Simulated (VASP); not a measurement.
MgS, 2 atoms in the cell. The structure is cubic, space group F-43m (No. 216). The conventional cell has a = 5.666 Å, b = 5.666 Å, c = 5.666 Å, α = 90.00°, β = 90.00°, γ = 90.00°. S (site symmetry -43m) has 4 Mg at 2.45 Å within 3.2 Å. Mg (site symmetry -43m) has 4 S at 2.45 Å within 3.2 Å. 

```yaml
Program: VASP 6.6.1
Task: single point
Functional: PBE
Potentials_or_basis: VASP PAW PBE potentials, release 64 (S, Mg)
Cutoff: 600 eV
k_mesh: 8 × 8 × 8
Occupations: gaussian, width 0.02 eV
Spin: no spin polarisation
Dipole_correction: no
Further_INCAR_settings: ALGO = Normal; EDIFF = 1e-06; NBANDS = 11
```

Potentials or basis: VASP PAW PBE potentials, release 64 (S, Mg).

The run is started by

```console
$ cat potpaw_PBE.64/S/POTCAR potpaw_PBE.64/Mg/POTCAR > POTCAR
$ mpirun -np 1 vasp_std > vasp.out
```

Hardware: 1 thread of Intel Xeon 8259CL (shared host).

**Question.** Estimate the wall time of this run.

**Answer.** Wall time 27 s on 1 thread of Intel Xeon 8259CL, with other jobs on the host, peak memory 0.18 GiB. Counts: scf iterations 13, k points 29.
